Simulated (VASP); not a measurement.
## InAuC2N2: single point with PBE

InAuC2N2:

```
In C Au N
1.0
     4.35828    0.10896    0.19959
     2.04462    3.85117    0.13797
     1.62497    1.17124    9.44758
In C Au N
1 2 1 2
Cartesian
  4.0139 2.5657 4.8926
  6.2934 3.9282 2.3075
  1.7345 1.2032 7.4776
  0.0000 0.0000 0.0000
  6.2298 3.9099 3.4812
  1.7981 1.2215 6.3040
```

| Quantity | Value |
| --- | --- |
| Program | VASP 6.6.1 |
| Task | single point |
| Functional | PBE |
| Potentials or basis | VASP PAW PBE potentials, release 64 (In_d, C, Au, N) |
| Cutoff | 520 eV |
| k mesh | 6 × 6 × 4 |
| Occupations | gaussian, width 0.02 eV |
| Spin | no spin polarisation |
| Dipole correction | no |
| Further INCAR settings | ALGO = Normal; EDIFF = 1e-07; NBANDS = 30 |

| Quantity | Value |
| --- | --- |
| Pressure | 0.2 GPa |
| Largest force | 0.380 eV/Å |
| Band gap on the k mesh | 2.83 eV (least direct gap 3.02 eV) |

Forces in eV/Å, atoms in the order of the input:
```
In   0.000  0.000  0.000
C    0.021  0.006 -0.379
C   -0.021 -0.006  0.379
Au   0.000  0.000  0.000
N   -0.020 -0.006  0.358
N    0.020  0.006 -0.358
```

Stress tensor (GPa, compression positive):
```
-0.06  0.01 -0.03
 0.01 -0.07 -0.01
-0.03 -0.01  0.72
```

Levels at points of the mesh, in eV from the valence-band top:
| k point | band 18 | band 19 | band 20 | band 21 | band 22 | band 23 | band 24 | band 25 |
| --- | --- | --- | --- | --- | --- | --- | --- | --- |
| (0.00, 0.00, 0.00) | -1.77 | -1.61 | -1.61 | -0.20 | 4.09 | 4.59 | 4.63 | 6.19 |
| (0.50, 0.00, 0.00) | -1.75 | -1.59 | -0.76 | -0.62 | 3.31 | 4.13 | 4.69 | 4.80 |
| (0.00, 0.50, 0.00) | -1.75 | -1.59 | -0.75 | -0.62 | 3.31 | 4.13 | 4.69 | 4.80 |
| (0.50, 0.50, 0.00) | -1.62 | -1.59 | -0.73 | -0.20 | 2.83 | 3.80 | 4.59 | 5.14 |
| (0.00, 0.00, 0.50) | -1.77 | -1.63 | -1.62 | 0.00 | 4.00 | 4.81 | 4.83 | 5.59 |
| (0.50, 0.00, 0.50) | -1.61 | -1.59 | -0.76 | -0.19 | 2.83 | 3.86 | 4.62 | 5.15 |
| (0.00, 0.50, 0.50) | -1.61 | -1.59 | -0.76 | -0.19 | 2.83 | 3.86 | 4.62 | 5.15 |
| (0.50, 0.50, 0.50) | -1.76 | -1.59 | -0.73 | -0.62 | 3.32 | 4.11 | 4.66 | 4.74 |

Run time: 4.2 min on 1 thread of Intel(R) Xeon(R) Platinum 8259CL CPU @ 2.50GHz (Skylake/Cascade Lake), with other jobs on the host, peak memory 0.51 GiB.

Caveat: spin-orbit coupling is left out, which moves the levels of the heavy elements. A k mesh can miss the band edges.
